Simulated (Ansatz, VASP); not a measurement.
WSe2 in VASP and in Ansatz

INCAR

```
PREC = Accurate
ENCUT = 520
EDIFF = 1E-6
ISMEAR = 0
SIGMA = 0.05
LREAL = False
LASPH = True
NELM = 80
ALGO = Normal
ISIF = 2
LWAVE = False
LCHARG = False
GGA = PS
NBANDS = 20
```

The input KPOINTS:

```
regular mesh
0
Gamma
  9 9 2
```

The input POSCAR:

```
WSe2
1.0
    3.3137062657      0.0000000000      0.0000000000
   -1.6568531328      2.8697538067      0.0000000000
    0.0000000000      0.0000000000     16.6611439352
W Se
1 2
Direct
    0.0000000000      0.0000000000     -0.0010312947
    0.3333333333      0.6666666667      0.1015995001
    0.3333333333      0.6666666667      0.9008012955
```

Input for Ansatz:

```yaml
crystal:
  lattice:
    - [3.3137062657, 0.0, 0.0]
    - [-1.6568531328, 2.8697538067, 0.0]
    - [0.0, 0.0, 16.6611439352]
  atoms:
    - { symbol: W, position: [0.0, 0.0, -0.0010312947] }
    - { symbol: Se, position: [0.3333333333, 0.6666666667, 0.1015995001] }
    - { symbol: Se, position: [0.3333333333, 0.6666666667, 0.9008012955] }
basis:
  ecutwfc: 420
kpoints:
  mp_grid: { grid: [9, 9, 2] }
hamiltonian:
  xc: pbesol
  pseudopotentials: { kind: paw, azcp: { folder: soft_1 } }
scf:
  occupations: { method: gaussian, width: 0.05 }
output:
  forces: true
  stress: true
  eigenvalues: true
```

Change from the starting cell: mode 9 frozen in at -0.020 Å, equal normal strain along x and y +0.0133.

Alike in both runs: task single point; functional PBEsol; k mesh 9 × 9 × 2; occupations gaussian, width 0.05 eV; no spin polarisation.

```csv
,VASP,Ansatz
version,VASP 6.6.1,Ansatz 0.2.0
potentials or method,"VASP PAW PBE potentials, release 64 (W_sv, Se), cutoff 520 eV","scalar-relativistic, plane waves, PAW"
valence electrons in the cell,26,46
```

|  | VASP | Ansatz | Ansatz less VASP |
| --- | --- | --- | --- |
| gap on the k mesh at the Fermi level (eV) | 1.55 | 1.55 | +0.004 |
| least direct gap on the mesh (eV) | 1.55 | 1.55 | +0.004 |
| rms of the force components (eV/Å) | 0.437 | 0.441 | +0.0037 |

VASP's potentials were made for PBE, not for PBEsol, and Ansatz warns of the same on its side. Atom by atom the forces differ by 0.027 eV/Å (rms over components). VASP's potentials hold 26 valence electrons a cell and Ansatz's 46, so a difference there can come from the potentials and not from the codes.

Spin-orbit coupling is off throughout.
